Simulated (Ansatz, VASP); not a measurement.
## ZnS in VASP and in Ansatz

Contents of INCAR:

```
ALGO = Normal ; EDIFF = 1E-8
ENCUT = 520 ; GGA = PS
ISIF = 2 ; ISMEAR = -1
LASPH = T ; LCHARG = F
LEFG = T ; LREAL = F
LWAVE = F ; NBANDS = 16
NELM = 60 ; PREC = Accurate
SIGMA = 0.01
```

File KPOINTS:

```
k-points
0
Gamma
  9 9 9
```

File POSCAR:

```
ZnS
1.0
    0.0000000000      2.7136356142      2.7136356142
    2.7136356142      0.0000000000      2.7136356142
    2.7136356142      2.7136356142      0.0000000000
Zn S
1 1
Direct
    0.0000000000      0.0000000000      0.0000000000
    0.7500000000      0.7500000000      0.7500000000
```

Input for Ansatz:

```yaml
crystal:
  lattice:
    - [0.0, 2.7136356142, 2.7136356142]
    - [2.7136356142, 0.0, 2.7136356142]
    - [2.7136356142, 2.7136356142, 0.0]
  atoms:
    - { symbol: Zn, position: [0.0, 0.0, 0.0] }
    - { symbol: S, position: [0.75, 0.75, 0.75] }
kpoints:
  mp_grid: { grid: [9, 9, 9] }
scf:
  occupations: { method: fermi_dirac, width: 0.01 }
hamiltonian:
  xc: pbesol
  pseudopotentials: { kind: paw }
output:
  forces: true
  stress: true
  eigenvalues: true
  efg: { contact_densities: true }
```

Change from the starting cell: volume scaled by 1.01, PAW files.

Alike in both runs: task electric field gradients; functional PBEsol; k mesh 9 × 9 × 9; occupations fermi-dirac, width 0.01 eV; no spin polarisation.

|  | VASP | Ansatz |
| --- | --- | --- |
| version | VASP 6.6.1 | Ansatz 0.2.0 |
| potentials or method | VASP PAW PBE potentials, release 64 (Zn, S) | PAW with Ansatz's default frozen-core files, scalar-relativistic |
| plane-wave cutoff (eV) | 520 | 420 |
| valence electrons in the cell | 18 | 18 |

VASP gave:

* gap on the k mesh at the Fermi level (eV): 1.92
* pressure (GPa): -2.7

Question: Which values does Ansatz return?

Answer: gap on the k mesh at the Fermi level (eV): 1.92; pressure (GPa): -2.8.

VASP's potentials were made for PBE, not for PBEsol.
